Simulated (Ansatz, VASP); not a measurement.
**Two plane-wave programs on TiC**

File INCAR:

```
SYSTEM = TiC
PREC = Accurate
ENCUT = 520
EDIFF = 1E-6
ISMEAR = 0
SIGMA = 0.022
LREAL = .FALSE.
LASPH = .TRUE.
NELM = 80
ALGO = Normal
ISIF = 2
LWAVE = .FALSE.
LCHARG = .FALSE.
GGA = PE
NBANDS = 15
```

KPOINTS

```
Automatic mesh
0
G
  11 11 11
  0 0 0
```

Contents of POSCAR:

```
TiC
1.0
    0.0000000000      2.1657188437      2.1657188437
    2.1657188437      0.0000000000      2.1657188437
    2.1657188437      2.1657188437      0.0000000000
Ti C
1 1
Direct
    0.0000000000      0.0000000000      0.0000000000
    0.5000000000      0.5000000000      0.5000000000
```

File input.yaml:

```yaml
crystal:
  lattice:
    - [0.0, 2.1657188437, 2.1657188437]
    - [2.1657188437, 0.0, 2.1657188437]
    - [2.1657188437, 2.1657188437, 0.0]
  atoms:
    - { symbol: Ti, position: [0.0, 0.0, 0.0] }
    - { symbol: C, position: [0.5, 0.5, 0.5] }
hamiltonian:
  xc: pbe
  pseudopotentials: { kind: paw }
kpoints:
  mp_grid: { grid: [11, 11, 11] }
scf:
  occupations: { method: gaussian, width: 0.022 }
output:
  forces: true
  stress: true
  eigenvalues: true
  write_density: true
  write_potential: true
  elf: true
  volumetric_format: npy
```

Alike in both runs: task single point; functional PBE; k mesh 11 × 11 × 11; occupations gaussian, width 0.022 eV; no spin polarisation.

|  | VASP | Ansatz |
| --- | --- | --- |
| version | VASP 6.6.1 | Ansatz 0.2.0 |
| potentials or method | VASP PAW PBE potentials, release 64 (Ti_sv, C) | Ansatz PAW |
| plane-wave cutoff (eV) | 520 | 420 |
| valence electrons in the cell | 16 | 16 |

|  | VASP | Ansatz | Ansatz less VASP |
| --- | --- | --- | --- |
| gap on the k mesh at the Fermi level (eV) | none | none | - |
| pressure (GPa) | 0.5 | 0.3 | -0.22 |

A gap of «none» marks a metal or a gap that the smearing closes.
